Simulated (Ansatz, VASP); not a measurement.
## GaAs: VASP beside Ansatz

```
Ga As
1.0
     0.00000    2.77537    2.77537
     2.77537    0.00000    2.77537
     2.77537    2.77537    0.00000
Ga As
1 1
Cartesian
  0.0000 0.0000 0.0000
  1.3877 1.3877 1.3877
```

Alike in both runs: task single point; functional r2SCAN; k mesh 8 × 8 × 8; occupations gaussian, width 0.02 eV; no spin polarisation.

```csv
,VASP,Ansatz
version,VASP 6.6.1,Ansatz 0.2.0
potentials or method,"VASP PAW PBE potentials, release 64 (Ga_d, As), cutoff 520 eV","scalar-relativistic, plane waves, PAW"
valence electrons in the cell,18,28
```

```csv
,VASP,Ansatz,Ansatz less VASP
gap on the k mesh at the Fermi level (eV),1.45,1.47,+0.020
least direct gap on the mesh (eV),1.45,1.47,+0.020
pressure (GPa),5.3,5.2,-0.15
```

VASP's potentials were made for PBE, not for r2SCAN. VASP's potentials hold 18 valence electrons a cell and Ansatz's 28, so a difference there can come from the potentials and not from the codes.
